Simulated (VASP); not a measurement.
# CaSe (P1) in VASP: single point with PBE

Aim: the single point of CaSe with PBE.

Everything below comes from runs of VASP 6.6.1. Logs are shortened: lines on timing, memory, paths and dates and some standing lists are left out, and cuts for length are marked.

## (1) The cell of the first run

The typed cell holds 16 atoms: a = 5.932 Å, b = 8.428 Å, c = 8.426 Å, α = 90.68°, β = 89.56°, γ = 89.58°.

## (2) Single point, PBE

The input, INCAR:

```
SYSTEM = CaSe
  PREC = Accurate
  ENCUT = 520
  EDIFF = 1E-7
  ISMEAR = 0
  SIGMA = 0.02
  LREAL = Auto
  LASPH = .TRUE.
  NELM = 100
  ALGO = Normal
  ISIF = 2
  LWAVE = .FALSE.
  LCHARG = .FALSE.
  GGA = PE
  NBANDS = 78
```

The input, KPOINTS:

```
regular mesh
0
G
  3 3 3
  0 0 0
```

The input, POSCAR:

```
CaSe
1.0
    5.9312210000      0.0662340000      0.0707330000
   -0.0310860000      8.4280790000     -0.0502230000
   -0.0355580000     -0.0495510000      8.4253930000
Ca Se
8 8
Direct
    0.9312026625      0.9538071669      0.3171855830
    0.9312961547      0.9538086112      0.8171573080
    0.4308581137      0.2038116515      0.5671831196
    0.4311492307      0.7038418974      0.0671585886
    0.4312761433      0.2038195021      0.0671713402
    0.9311188782      0.4538130611      0.8171580880
    0.9311661265      0.4537873012      0.3171333061
    0.4313194324      0.7038112798      0.5671552725
    0.9311577244      0.7037764917      0.5671722361
    0.4313137576      0.9538131620      0.8172218124
    0.9311650441      0.7038436533      0.0672160671
    0.4309801027      0.4538102653      0.8171997573
    0.9311241355      0.2037610063      0.0671693336
    0.4312285865      0.4538082405      0.3172234522
    0.4310745953      0.9538293128      0.3172026631
    0.9309496715      0.2038052351      0.5671819708
```

Potentials or basis: VASP PAW PBE potentials, release 64 (Ca_sv, Se).

Started as:

```
cat potpaw_PBE.64/Ca_sv/POTCAR potpaw_PBE.64/Se/POTCAR > POTCAR
mpirun -np 1 vasp_std > vasp.out
```

OUTCAR:

```text
SYSTEM = CaSe
   PREC = Accurate
   ENCUT = 520
   EDIFF = 1E-7
   ISMEAR = 0
   LREAL = Auto
   LASPH = .TRUE.
   NELM = 100
   ISIF = 2
   GGA = PE

 ion  position               nearest neighbor table
   1  0.931  0.954  0.317-  11 2.96  16 2.96  15 2.97  15 2.97
   2  0.931  0.954  0.817-  13 2.96   9 2.96  10 2.97  10 2.97
   3  0.431  0.204  0.567-  15 2.96  12 2.96  16 2.97  16 2.97
   4  0.431  0.704  0.067-  12 2.96  15 2.96  11 2.97  11 2.97
   5  0.431  0.204  0.067-  10 2.96  14 2.96  13 2.97  13 2.97
   6  0.931  0.454  0.817-  16 2.96  11 2.96  12 2.97  12 2.97
[... 8 lines left out ...]
  15  0.431  0.954  0.317-   3 2.96   4 2.96   1 2.97   1 2.97
  16  0.931  0.204  0.567-   6 2.96   1 2.96   3 2.97   3 2.97

  LATTYP: Found a triclinic cell.
 ALAT       =     8.4256137389
 B/A-ratio  =     1.4227754203
 C/A-ratio  =     0.7040451549
 COS(alpha) =     0.0001613519
 COS(beta)  =     0.0076383062
 COS(gamma) =     0.7111647618

  Lattice vectors:

 A1 = (  -0.0355580000,  -0.0495510000,   8.4253930000)
 A2 = (  -0.0044720000,  -8.4776300000,   8.4756160000)
 A3 = (   5.9312210000,   0.0662340000,   0.0707330000)

Analysis of symmetry for initial positions (statically):
=====================================================================
 Subroutine PRICEL returns:
 Original cell was already a primitive cell.

 Routine SETGRP: Setting up the symmetry group for a
 triclinic supercell.

 Subroutine GETGRP returns: Found  1 space group operations
 (whereof  1 operations were pure point group operations)
 out of a pool of  2 trial point group operations.

The static configuration has the point symmetry C_1 .

Analysis of symmetry for dynamics (positions and initial velocities):
=====================================================================
 Subroutine PRICEL returns:
 Original cell was already a primitive cell.

 Routine SETGRP: Setting up the symmetry group for a
 triclinic supercell.

 Subroutine GETGRP returns: Found  1 space group operations
 (whereof  1 operations were pure point group operations)
 out of a pool of  2 trial point group operations.

The dynamic configuration has the point symmetry C_1 .

 Subroutine INISYM returns: Found  1 space group operations
 (whereof  1 operations are pure point group operations),
 and found     1 'primitive' translations

----------------------------------------------------------------------------------------

                                     Primitive cell

  volume of cell :     421.1993

  direct lattice vectors                    reciprocal lattice vectors
     5.931221000  0.066234000  0.070733000     0.168583829  0.000626064  0.000715163
    -0.031086000  8.428079000 -0.050223000    -0.001333222  0.118650207  0.000692173
    -0.035558000 -0.049551000  8.425393000    -0.001423245  0.000702007  0.118686948

  length of vectors
     5.932012530  8.428285966  8.425613739     0.168586509  0.118659716  0.118697557

  position of ions in fractional coordinates (direct lattice)
     0.931202662  0.953807167  0.317185583
     0.931296155  0.953808611  0.817157308
     0.430858114  0.203811651  0.567183120
     0.431149231  0.703841897  0.067158589
     0.431276143  0.203819502  0.067171340
     0.931118878  0.453813061  0.817158088
[... 8 lines left out ...]
     0.431074595  0.953829313  0.317202663
     0.930949672  0.203805235  0.567181971

  ion indices of the primitive-cell ions
   primitive index   ion index
                 1           1
                 2           2
                 3           3
                 4           4
                 5           5
                 6           6
[... 8 lines left out ...]
                15          15
                16          16

----------------------------------------------------------------------------------------

 KPOINTS: regular mesh

Automatic generation of k-mesh.
 Grid dimensions read from file:
 generate k-points for:    3    3    3

 Generating k-lattice:

  Cartesian coordinates                     Fractional coordinates (reciprocal lattice)
     0.056194610  0.000208688  0.000238388     0.333333333 -0.000000000 -0.000000000
    -0.000444407  0.039550069  0.000230724     0.000000000  0.333333333  0.000000000
    -0.000474415  0.000234002  0.039562316     0.000000000  0.000000000  0.333333333

  Length of vectors
     0.056195503  0.039553239  0.039565852

  Shift w.r.t. Gamma in fractional coordinates (k-lattice)
     0.000000000  0.000000000  0.000000000

 Subroutine IBZKPT returns following result:
 ===========================================

 Found     14 irreducible k-points:

 Following reciprocal coordinates:
            Coordinates               Weight
  0.000000  0.000000  0.000000      1.000000
  0.333333  0.000000 -0.000000      2.000000
  0.000000  0.333333  0.000000      2.000000
  0.333333  0.333333  0.000000      2.000000
 -0.333333  0.333333  0.000000      2.000000
  0.000000 -0.000000  0.333333      2.000000
  0.333333 -0.000000  0.333333      2.000000
 -0.333333  0.000000  0.333333      2.000000
  0.000000  0.333333  0.333333      2.000000
  0.333333  0.333333  0.333333      2.000000
 -0.333333  0.333333  0.333333      2.000000
  0.000000 -0.333333  0.333333      2.000000
  0.333333 -0.333333  0.333333      2.000000
 -0.333333 -0.333333  0.333333      2.000000
   k-points           NKPTS =     14   k-points in BZ     NKDIM =     14   number of bands    NBANDS=     78
   number of dos      NEDOS =    301   number of ions     NIONS =     16
   total plane-waves  NPLWV = 196608
   dimension x,y,z NGX =    48 NGY =   64 NGZ =   64
   dimension x,y,z NGXF=    96 NGYF=  128 NGZF=  128
   ions per type =               8   8
   NGX,Y,Z   is equivalent  to a cutoff of  13.45, 12.62, 12.63 a.u.
   NGXF,Y,Z  is equivalent  to a cutoff of  26.90, 25.25, 25.26 a.u.
 SYSTEM =  CaSe
   PREC   = accura    normal or accurate (medium, high low for compatibility)
   ISTART =      0    job   : 0-new  1-cont  2-samecut
   ICHARG =      2    charge: 1-file 2-atom 10-const
   ISPIN  =      1    spin polarized calculation?
   LNONCOLLINEAR =      F non collinear calculations
   LSORBIT =      F    spin-orbit coupling
   LASPH  =      T    aspherical Exc in radial PAW
   ENCUT  =  520.0 eV  38.22 Ry    6.18 a.u.  11.03 15.67 15.67*2*pi/ulx,y,z
   NELM   =    100;   NELMIN=  2; NELMDL= -5     # of ELM steps
   EDIFF  = 0.1E-06   stopping-criterion for ELM
   LREAL  =      T    real-space projection
   EDIFFG = 0.1E-05   stopping-criterion for IOM
   NSW    =      0    number of steps for IOM
   IBRION =     -1    ionic relax: 0-MD 1-quasi-New 2-CG
   NFREE  =      0    steps in history (QN), initial steepest desc. (CG)
   ISIF   =      2    stress and relaxation
   ISYM   =      2    0-nonsym 1-usesym 2-fastsym
   POTIM  = 0.5000    time-step for ionic-motion
   TEBEG  =    0.0;   TEEND  =   0.0 temperature during run
   PSTRESS=    0.0 pullay stress
   NELECT =     128.0000    total number of electrons
   NUPDOWN=      -1.0000    fix difference up-down
   EMIN   =  10.00;   EMAX   =-10.00  energy-range for DOS
   EFERMI =   0.00;   METHOD = LEGACY
   ISMEAR =     0;   SIGMA  =   0.02  broadening in eV -4-tet -1-fermi 0-gaus
   EFERMI_NEDOS =   21; number of points for ismear=-14 and -15
   IALGO  =     38    algorithm
   IMIX   =      4    mixing-type and parameters
     AMIX     =   0.40;   BMIX     =  1.00
     AMIX_MAG =   1.60;   BMIX_MAG =  1.00
  volume/ion in A,a.u.               =      26.32       177.65
  Fermi-wavevector in a.u.,A,eV,Ry     =   1.100649  2.079926 16.482489  1.211429
  Thomas-Fermi vector in A             =   2.237064
   LORBIT       =      0    0 simple, 1 ext, 2 COOP (PROOUT), +10 PAW based schemes
   GGA     = PE    functional components
   LHFCALC =     F    Hartree Fock is set to
   AEXX    =    0.0000 exact exchange contribution
   IVDW    =     0    specifies the selected vdW correction
   LEPSILON=     F    determine dielectric tensor
   LRPA    =     F    only Hartree local field effects (RPA)
 non-spin polarized calculation
 Gauss-broadening in eV      SIGMA  =   0.02
  energy-cutoff  :      520.00
  volume of cell :      421.20
 maximum number of plane-waves:     11364
 NGX is ok and might be reduce to    48
   NGX = 23   NGY = 31   NGZ = 31

 number of electron     128.0000000 magnetization

 Free energy of the ion-electron system (eV)
  ---------------------------------------------------
  ext. energy  EPLUGINS =         0.00000000
  ---------------------------------------------------
  free energy    TOTEN  =       -75.86095564 eV

  energy without entropy =      -75.86095564  energy(sigma->0) =      -75.86095564

 E-fermi :   2.5531     XC(G=0):  -9.0820

 val. band max:        2.3608131578   @ k =   0.0000   0.0000   0.0000
 cond. band min:       4.3896684553   @ k =   0.0000   0.0000   0.0000
 fundamental gap:      2.0288552975
 Fermi energy:         2.5531427213

 k-point     1 :       0.0000    0.0000    0.0000
  band No.  band energies     occupation
      1     -37.4760      2.00000
      2     -37.4699      2.00000
      3     -37.4699      2.00000
      4     -37.4699      2.00000
      5     -37.4698      2.00000
      6     -37.4681      2.00000
[... 68 lines left out ...]
     75       7.0392      0.00000
     76       7.0456      0.00000

 k-point     2 :       0.3333    0.0000   -0.0000
  band No.  band energies     occupation
      1     -37.4739      2.00000
      2     -37.4701      2.00000
      3     -37.4700      2.00000
      4     -37.4698      2.00000
      5     -37.4697      2.00000
      6     -37.4696      2.00000
[... 68 lines left out ...]
     75       6.8878      0.00000
     76       6.9427      0.00000

 k-point     3 :       0.0000    0.3333    0.0000
  band No.  band energies     occupation
      1     -37.4749      2.00000
      2     -37.4724      2.00000
      3     -37.4695      2.00000
      4     -37.4693      2.00000
      5     -37.4685      2.00000
      6     -37.4683      2.00000
[... 858 lines left out ...]
     75       7.1532      0.00000
     76       7.1938      0.00000

 k-point    14 :      -0.3333   -0.3333    0.3333
  band No.  band energies     occupation
      1     -37.4724      2.00000
      2     -37.4708      2.00000
      3     -37.4706      2.00000
      4     -37.4695      2.00000
      5     -37.4693      2.00000
      6     -37.4690      2.00000
[... 68 lines left out ...]
     75       7.1525      0.00000
     76       7.1947      0.00000
 [bands above 76 left out]

------------------------ aborting loop because EDIFF is reached ----------------------------------------

  FORCE on cell =-STRESS in cart. coord.  units (eV):
  Direction    XX          YY          ZZ          XY          YZ          ZX
  --------------------------------------------------------------------------------------
  -------------------------------------------------------------------------------------
  Total        1.7382461      0.6131147      0.7058294     -0.5283957      1.3433197     -0.5660911
  in kB        6.6120209      2.3321940      2.6848665     -2.0099359      5.1097817     -2.1533234
  external PRESSURE =       3.8763605 kB  Pullay stress =       0.0000000 kB

 VOLUME and BASIS-vectors are now :
 -----------------------------------------------------------------------------
  energy-cutoff  :      520.00
  volume of cell :      421.20
      direct lattice vectors                 reciprocal lattice vectors
     5.931221000  0.066234000  0.070733000     0.168583829  0.000626064  0.000715163
    -0.031086000  8.428079000 -0.050223000    -0.001333222  0.118650207  0.000692173
    -0.035558000 -0.049551000  8.425393000    -0.001423245  0.000702007  0.118686948

 POSITION                                       TOTAL-FORCE (eV/Angst)
 -----------------------------------------------------------------------------------
      5.48224      8.08472      2.69038        -0.004646     -0.000745     -0.004229
      5.46502      8.05997      6.90284        -0.003162     -0.001335     -0.004364
      2.52901      1.71817      4.79898         0.001802     -0.000907     -0.004063
      2.53297      5.95726      0.56098        -0.001854     -0.001576     -0.003204
      2.54927      1.74304      0.58621        -0.005038     -0.000756     -0.003761
      5.47951      3.84595      6.92795        -0.004077     -0.000776     -0.003520
[... 8 lines left out ...]
      2.51587      8.05178      2.65514         0.004815      0.000996      0.004104
      5.49516      1.75124      4.83434         0.003352      0.000358      0.003923
 -----------------------------------------------------------------------------------
    total drift:                                0.036559      0.015276      0.070634

  FREE ENERGIE OF THE ION-ELECTRON SYSTEM (eV)
  ---------------------------------------------------
  free  energy   TOTEN  =       -75.8609556429 eV

  energy  without entropy=      -75.8609556429  energy(sigma->0) =      -75.86095564
```

Run time: 6 min. Hardware: 1 thread of Intel Xeon 6975P-C (Granite Rapids), shared host; peak memory 0.63 GiB.

Results:

```
Free energy            : -75.8610 eV
Pressure               : 0.4 GPa
Largest force          : 0.008 eV/Å
Band gap on the k mesh : 2.03 eV
```

Forces in eV/Å, atoms in the order of the input:
```
Ca  -0.005 -0.001 -0.004
Ca  -0.003 -0.001 -0.004
Ca   0.002 -0.001 -0.004
Ca  -0.002 -0.002 -0.003
Ca  -0.005 -0.001 -0.004
Ca  -0.004 -0.001 -0.004
Ca  -0.001 -0.001 -0.004
Ca  -0.006 -0.001 -0.004
Se   0.005  0.002  0.005
Se  -0.001  0.000  0.002
Se   0.002 -0.001  0.002
Se   0.005  0.001  0.006
Se   0.005  0.003  0.005
Se   0.000  0.000  0.003
Se   0.005  0.001  0.004
Se   0.003  0.000  0.004
```

Levels at points of the mesh, in eV from the valence-band top:
```csv
k point,band 62,band 63,band 64,band 65,band 66,band 67
"(0.00, 0.00, 0.00)",-0.06,-0.03,0.00,2.03,2.03,2.03
```

A k mesh can miss the band edges.
